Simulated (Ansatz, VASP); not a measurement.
GaH2 in VASP and in Ansatz

File INCAR:

```
SYSTEM = GaH2
PREC = Accurate
ENCUT = 600
EDIFF = 1E-7
ISMEAR = 0
SIGMA = 0.1
LREAL = .FALSE.
LASPH = .TRUE.
NELM = 60
ALGO = Normal
ISIF = 3
LWAVE = .FALSE.
LCHARG = .FALSE.
GGA = PE
IBRION = 2
NSW = 100
EDIFFG = -0.01
```

KPOINTS

```
Automatic mesh
0
G
  18 18 14
  0 0 0
```

The input POSCAR:

```
GaH2
1.0
    3.0211821391      0.0000000000      0.0000000000
   -1.5105910696      2.6164204819      0.0000000000
    0.0000000000      0.0000000000      3.1719168084
Ga H
1 2
Direct
    0.0000000000      0.0000000000      0.0000000000
    0.3333333333      0.6666666667      0.5000000000
    0.6666666667      0.3333333333      0.5000000000
```

Input for Ansatz:

```yaml
crystal:
  lattice:
    - [3.0211821391, 0.0, 0.0]
    - [-1.5105910696, 2.6164204819, 0.0]
    - [0.0, 0.0, 3.1719168084]
  atoms:
    - { symbol: Ga, position: [0.0, 0.0, 0.0] }
    - { symbol: H, position: [0.3333333333, 0.6666666667, 0.5] }
    - { symbol: H, position: [0.6666666667, 0.3333333333, 0.5] }
basis:
  ecutwfc: 420
kpoints:
  mp_grid: { grid: [18, 18, 14] }
hamiltonian:
  xc: pbe
scf:
  occupations: { method: gaussian, width: 0.1 }
output:
  forces: true
  stress: true
  eigenvalues: true
relax:
  adjacent_minimum: "off"
  f_tol: 0.01
  max_steps: 80
  cell: { stress_tol: 0.05 }
```

Alike in both runs: task relaxation of cell and atoms; functional PBE; k mesh 18 × 18 × 14; occupations gaussian, width 0.1 eV; no spin polarisation.

```csv
,VASP,Ansatz
version,VASP 6.6.1,Ansatz 0.2.0
potentials or method,"VASP PAW PBE potentials, release 64 (Ga_d, H), cutoff 600 eV","scalar-relativistic, plane waves, PAW"
valence electrons in the cell,15,15
```

|  | VASP | Ansatz | Ansatz less VASP |
| --- | --- | --- | --- |
| gap on the k mesh at the Fermi level, each at its own relaxed structure (eV) | none | none | - |
| relaxed volume (Å³/atom) | 8.36 | 8.36 | 0.000 |
| relaxed length of the cell vector where the two differ most in proportion (Å) | 3.172 | 3.172 | 0.0000 |

A gap of «none» marks a metal or a gap that the smearing closes.

Noted on VASP's run: the relaxation stopped at its first step, so nothing moved.
